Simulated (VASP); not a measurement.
# NaI (Fm-3m) in VASP: single point with r2SCAN

Aim: the single point of NaI with r2SCAN.

All numbers are computed with VASP 6.6.1; they aren't measurements. Logs are shortened: lines on timing, memory, paths and dates and some standing lists are left out, and cuts for length are marked.

### Step 1. The cell of the first run

The structure is cubic, space group Fm-3m (No. 225). Conventional cell: a = 6.467 Å, b = 6.467 Å, c = 6.467 Å, α = 90.00°, β = 90.00°, γ = 90.00°. Within 4.3 Å of Na (site symmetry m-3m) lie 6 I at 3.23 Å. Within 4.3 Å of I (site symmetry m-3m) lie 6 Na at 3.23 Å.

### Step 2. Single point, r2SCAN

The input, POSCAR:

```
NaI
1.0
    0.0000000000      3.2333908210      3.2333908210
    3.2333908210      0.0000000000      3.2333908210
    3.2333908210      3.2333908210      0.0000000000
Na I
1 1
Direct
    0.0000000000      0.0000000000      0.0000000000
    0.5000000000      0.5000000000      0.5000000000
```

The input, INCAR.step1:

```
ALGO = Normal ; EDIFF = 1E-4
ENCUT = 520 ; GGA = PE
ISMEAR = 0 ; LASPH = True
LCHARG = False ; LREAL = False
LWAVE = True ; NBANDS = 14
NELM = 100 ; PREC = Accurate
SIGMA = 0.02
```

The input, INCAR.step2:

```
ALGO = Normal ; EDIFF = 1E-6
ENCUT = 520 ; ISIF = 2
ISMEAR = 0 ; ISTART = 1
LASPH = True ; LCHARG = False
LMIXTAU = True ; LREAL = False
LWAVE = False ; METAGGA = R2SCAN
NBANDS = 14 ; NELM = 100
PREC = Accurate ; SIGMA = 0.02
```

The input, KPOINTS:

```
k-points
0
Gamma
  6 6 6
```

Potentials or basis: VASP PAW PBE potentials, release 64 (Na_pv, I).

Command:

```sh
$ cat potpaw_PBE.64/Na_pv/POTCAR potpaw_PBE.64/I/POTCAR > POTCAR
$ cp INCAR.step1 INCAR
$ mpirun -np 1 vasp_std > vasp.out
$ cp INCAR.step2 INCAR
$ mpirun -np 1 vasp_std > vasp.out
```

OUTCAR:

```text
EDIFF = 1E-6
   ENCUT = 520
   ISIF = 2
   ISMEAR = 0
   ISTART = 1
   LASPH = True
   LREAL = False
   METAGGA = R2SCAN
   NELM = 100
   PREC = Accurate

 ion  position               nearest neighbor table
   1  0.000  0.000  0.000-
   2  0.500  0.500  0.500-

  LATTYP: Found a face centered cubic cell.
 ALAT       =     6.4667816420

  Lattice vectors:

 A1 = (   0.0000000000,   3.2333908210,   3.2333908210)
 A2 = (   3.2333908210,   0.0000000000,   3.2333908210)
 A3 = (   3.2333908210,   3.2333908210,   0.0000000000)

Analysis of symmetry for initial positions (statically):
=====================================================================
 Subroutine PRICEL returns:
 Original cell was already a primitive cell.

 Routine SETGRP: Setting up the symmetry group for a
 face centered cubic supercell.

 Subroutine GETGRP returns: Found 48 space group operations
 (whereof 48 operations were pure point group operations)
 out of a pool of 48 trial point group operations.

The static configuration has the point symmetry O_h .

Analysis of symmetry for dynamics (positions and initial velocities):
=====================================================================
 Subroutine PRICEL returns:
 Original cell was already a primitive cell.

 Routine SETGRP: Setting up the symmetry group for a
 face centered cubic supercell.

 Subroutine GETGRP returns: Found 48 space group operations
 (whereof 48 operations were pure point group operations)
 out of a pool of 48 trial point group operations.

The dynamic configuration has the point symmetry O_h .

 Subroutine INISYM returns: Found 48 space group operations
 (whereof 48 operations are pure point group operations),
 and found     1 'primitive' translations

----------------------------------------------------------------------------------------

                                     Primitive cell

  volume of cell :      67.6090

  direct lattice vectors                    reciprocal lattice vectors
     0.000000000  3.233390821  3.233390821    -0.154636426  0.154636426  0.154636426
     3.233390821  0.000000000  3.233390821     0.154636426 -0.154636426  0.154636426
     3.233390821  3.233390821  0.000000000     0.154636426  0.154636426 -0.154636426

  length of vectors
     4.572705152  4.572705152  4.572705152     0.267838146  0.267838146  0.267838146

  position of ions in fractional coordinates (direct lattice)
     0.000000000  0.000000000  0.000000000
     0.500000000  0.500000000  0.500000000

  ion indices of the primitive-cell ions
   primitive index   ion index
                 1           1
                 2           2

----------------------------------------------------------------------------------------

 KPOINTS: k-points

Automatic generation of k-mesh.
 Grid dimensions read from file:
 generate k-points for:    6    6    6

 Generating k-lattice:

  Cartesian coordinates                     Fractional coordinates (reciprocal lattice)
    -0.025772738  0.025772738  0.025772738     0.166666667  0.000000000  0.000000000
     0.025772738 -0.025772738  0.025772738     0.000000000  0.166666667  0.000000000
     0.025772738  0.025772738 -0.025772738     0.000000000  0.000000000  0.166666667

  Length of vectors
     0.044639691  0.044639691  0.044639691

  Shift w.r.t. Gamma in fractional coordinates (k-lattice)
     0.000000000  0.000000000  0.000000000

 Subroutine IBZKPT returns following result:
 ===========================================

 Found     16 irreducible k-points:

 Following reciprocal coordinates:
            Coordinates               Weight
  0.000000  0.000000  0.000000      1.000000
  0.166667  0.000000  0.000000      8.000000
  0.333333  0.000000  0.000000      8.000000
  0.500000  0.000000  0.000000      4.000000
  0.166667  0.166667  0.000000      6.000000
  0.333333  0.166667  0.000000     24.000000
[... 8 lines left out ...]
 -0.333333  0.333333  0.166667     24.000000
 -0.333333  0.500000  0.166667     12.000000
   k-points           NKPTS =     16   k-points in BZ     NKDIM =     16   number of bands    NBANDS=     14
   number of dos      NEDOS =    301   number of ions     NIONS =      2
   total plane-waves  NPLWV =  46656
   dimension x,y,z NGX =    36 NGY =   36 NGZ =   36
   dimension x,y,z NGXF=    72 NGYF=   72 NGZF=   72
   ions per type =               1   1
   NGX,Y,Z   is equivalent  to a cutoff of  13.09, 13.09, 13.09 a.u.
   NGXF,Y,Z  is equivalent  to a cutoff of  26.18, 26.18, 26.18 a.u.
 SYSTEM =  unknown system
   PREC   = accura    normal or accurate (medium, high low for compatibility)
   ISTART =      1    job   : 0-new  1-cont  2-samecut
   ICHARG =      0    charge: 1-file 2-atom 10-const
   ISPIN  =      1    spin polarized calculation?
   LNONCOLLINEAR =      F non collinear calculations
   LSORBIT =      F    spin-orbit coupling
   LASPH  =      T    aspherical Exc in radial PAW
   ENCUT  =  520.0 eV  38.22 Ry    6.18 a.u.   8.50  8.50  8.50*2*pi/ulx,y,z
   NELM   =    100;   NELMIN=  2; NELMDL=  0     # of ELM steps
   EDIFF  = 0.1E-05   stopping-criterion for ELM
   LREAL  =      F    real-space projection
   EDIFFG = 0.1E-04   stopping-criterion for IOM
   NSW    =      0    number of steps for IOM
   IBRION =     -1    ionic relax: 0-MD 1-quasi-New 2-CG
   NFREE  =      0    steps in history (QN), initial steepest desc. (CG)
   ISIF   =      2    stress and relaxation
   ISYM   =      2    0-nonsym 1-usesym 2-fastsym
   POTIM  = 0.5000    time-step for ionic-motion
   TEBEG  =    0.0;   TEEND  =   0.0 temperature during run
   PSTRESS=    0.0 pullay stress
   NELECT =      14.0000    total number of electrons
   NUPDOWN=      -1.0000    fix difference up-down
   EMIN   =  10.00;   EMAX   =-10.00  energy-range for DOS
   EFERMI =   0.00;   METHOD = LEGACY
   ISMEAR =     0;   SIGMA  =   0.02  broadening in eV -4-tet -1-fermi 0-gaus
   EFERMI_NEDOS =   21; number of points for ismear=-14 and -15
   IALGO  =     38    algorithm
   IMIX   =      4    mixing-type and parameters
     AMIX     =   0.40;   BMIX     =  1.00
     AMIX_MAG =   1.60;   BMIX_MAG =  1.00
  volume/ion in A,a.u.               =      33.80       228.12
  Fermi-wavevector in a.u.,A,eV,Ry     =   0.968536  1.830269 12.763120  0.938063
  Thomas-Fermi vector in A             =   2.098514
   LORBIT       =      0    0 simple, 1 ext, 2 COOP (PROOUT), +10 PAW based schemes
   METAGGA = R2SCAN    functional components
   LHFCALC =     F    Hartree Fock is set to
   AEXX    =    0.0000 exact exchange contribution
   IVDW    =     0    specifies the selected vdW correction
   LEPSILON=     F    determine dielectric tensor
   LRPA    =     F    only Hartree local field effects (RPA)
 non-spin polarized calculation
 Gauss-broadening in eV      SIGMA  =   0.02
  energy-cutoff  :      520.00
  volume of cell :       67.61
 maximum number of plane-waves:      1853
 NGX is ok and might be reduce to    36
   NGX = 17   NGY = 17   NGZ = 17

 number of electron      13.9999994 magnetization

 Free energy of the ion-electron system (eV)
  ---------------------------------------------------
  ext. energy  EPLUGINS =         0.00000000
  ---------------------------------------------------
  free energy    TOTEN  =       -31.08560052 eV

  energy without entropy =      -31.08560052  energy(sigma->0) =      -31.08560052

 E-fermi :   0.5977     XC(G=0):  -8.0805

 val. band max:        0.4995974570   @ k =   0.0000   0.0000   0.0000
 cond. band min:       4.9470162297   @ k =   0.0000   0.0000   0.0000
 fundamental gap:      4.4474187727
 Fermi energy:         0.5977392816

 k-point     1 :       0.0000    0.0000    0.0000
  band No.  band energies     occupation
      1     -22.7487      2.00000
      2     -22.7484      2.00000
      3     -22.7484      2.00000
      4     -10.8533      2.00000
      5       0.4996      2.00000
      6       0.4996      2.00000
      7       0.4996      2.00000
      8       4.9470      0.00000
      9       8.9742      0.00000
     10       8.9743      0.00000
     11       8.9743      0.00000
     12      10.8306      0.00000
     13      10.8306      0.00000
     14      11.6183      0.00000

 k-point     2 :       0.1667    0.0000    0.0000
  band No.  band energies     occupation
      1     -22.7498      2.00000
      2     -22.7487      2.00000
      3     -22.7485      2.00000
      4     -10.7743      2.00000
      5      -0.2127      2.00000
      6       0.4199      2.00000
      7       0.4199      2.00000
      8       5.7287      0.00000
      9       8.5181      0.00000
     10       9.1935      0.00000
     11       9.1936      0.00000
     12      10.3808      0.00000
     13      10.3809      0.00000
     14      12.2246      0.00000

 k-point     3 :       0.3333    0.0000    0.0000
  band No.  band energies     occupation
      1     -22.7523      2.00000
      2     -22.7489      2.00000
      3     -22.7486      2.00000
      4     -10.6066      2.00000
      5      -1.2610      2.00000
      6       0.2707      2.00000
      7       0.2707      2.00000
      8       6.2552      0.00000
      9       8.8235      0.00000
     10       8.8237      0.00000
     11       9.3133      0.00000
     12      11.4509      0.00000
     13      11.4509      0.00000
     14      11.5194      0.00000

 k-point     4 :       0.5000    0.0000    0.0000
  band No.  band energies     occupation
      1     -22.7536      2.00000
      2     -22.7490      2.00000
      3     -22.7487      2.00000
      4     -10.5172      2.00000
      5      -1.6954      2.00000
      6       0.2006      2.00000
      7       0.2006      2.00000
      8       6.1935      0.00000
      9       8.5719      0.00000
     10       8.5721      0.00000
     11      10.2986      0.00000
     12      11.5655      0.00000
     13      13.4581      0.00000
     14      13.4581      0.00000

 k-point     5 :       0.1667    0.1667    0.0000
  band No.  band energies     occupation
      1     -22.7496      2.00000
      2     -22.7490      2.00000
      3     -22.7488      2.00000
      4     -10.7494      2.00000
      5      -0.2052      2.00000
      6       0.2826      2.00000
      7       0.2826      2.00000
      8       6.0243      0.00000
      9       7.9471      0.00000
     10       9.2267      0.00000
     11       9.6478      0.00000
[... 140 lines left out ...]
 k-point    14 :       0.5000    0.3333    0.1667
  band No.  band energies     occupation
      1     -22.7521      2.00000
      2     -22.7502      2.00000
      3     -22.7492      2.00000
      4     -10.5045      2.00000
      5      -1.1914      2.00000
      6      -0.4329      2.00000
      7      -0.0220      2.00000
      8       7.1822      0.00000
      9       7.7640      0.00000
     10       8.1664      0.00000
     11      10.2669      0.00000
     12      11.3330      0.00000
     13      13.5066      0.00000
     14      14.1951      0.00000

 k-point    15 :      -0.3333    0.3333    0.1667
  band No.  band energies     occupation
      1     -22.7521      2.00000
      2     -22.7507      2.00000
      3     -22.7495      2.00000
      4     -10.4479      2.00000
      5      -1.2357      2.00000
      6      -0.6948      2.00000
      7      -0.1587      2.00000
      8       7.2499      0.00000
      9       7.7615      0.00000
     10       9.0109      0.00000
     11       9.7077      0.00000
     12      11.6992      0.00000
     13      13.2165      0.00000
     14      14.1717      0.00000

 k-point    16 :      -0.3333    0.5000    0.1667
  band No.  band energies     occupation
      1     -22.7518      2.00000
      2     -22.7507      2.00000
      3     -22.7502      2.00000
      4     -10.4263      2.00000
      5      -1.2044      2.00000
      6      -0.6280      2.00000
      7      -0.3917      2.00000
      8       6.5973      0.00000
      9       7.5103      0.00000
     10       9.7385      0.00000
     11       9.8951      0.00000
     12      13.1063      0.00000
     13      13.8750      0.00000
     14      13.9168      0.00000

------------------------ aborting loop because EDIFF is reached ----------------------------------------

  FORCE on cell =-STRESS in cart. coord.  units (eV):
  Direction    XX          YY          ZZ          XY          YZ          ZX
  --------------------------------------------------------------------------------------
  -------------------------------------------------------------------------------------
  Total       -0.0561920     -0.0561920     -0.0561920      0.0000000      0.0000000      0.0000000
  in kB       -1.3316212     -1.3316212     -1.3316212      0.0000000      0.0000000      0.0000000
  external PRESSURE =      -1.3316212 kB  Pullay stress =       0.0000000 kB

 VOLUME and BASIS-vectors are now :
 -----------------------------------------------------------------------------
  energy-cutoff  :      520.00
  volume of cell :       67.61
      direct lattice vectors                 reciprocal lattice vectors
     0.000000000  3.233390821  3.233390821    -0.154636426  0.154636426  0.154636426
     3.233390821  0.000000000  3.233390821     0.154636426 -0.154636426  0.154636426
     3.233390821  3.233390821  0.000000000     0.154636426  0.154636426 -0.154636426

 POSITION                                       TOTAL-FORCE (eV/Angst)
 -----------------------------------------------------------------------------------
      0.00000      0.00000      0.00000         0.000000     -0.000000      0.000000
      3.23339      3.23339      3.23339        -0.000000      0.000000     -0.000000
 -----------------------------------------------------------------------------------
    total drift:                                0.000000      0.000000      0.000000

  FREE ENERGIE OF THE ION-ELECTRON SYSTEM (eV)
  ---------------------------------------------------
  free  energy   TOTEN  =       -31.0856005248 eV

  energy  without entropy=      -31.0856005248  energy(sigma->0) =      -31.08560052
```

Run time: 51 s. Hardware: 1 thread of AMD EPYC 9R14 (Zen 4), shared host; peak memory 0.18 GiB.

What came out:

```yaml
Free_energy: -31.0856 eV
Pressure: -0.1 GPa
Band_gap_on_the_k_mesh: 4.45 eV, direct
```

Caveat: the PAW data sets were made with another functional, which shifts forces and pressure a little; spin-orbit coupling is left out, which moves the levels of the heavy elements. r2SCAN opens gaps a little over a GGA but as a rule still falls short of measured ones.
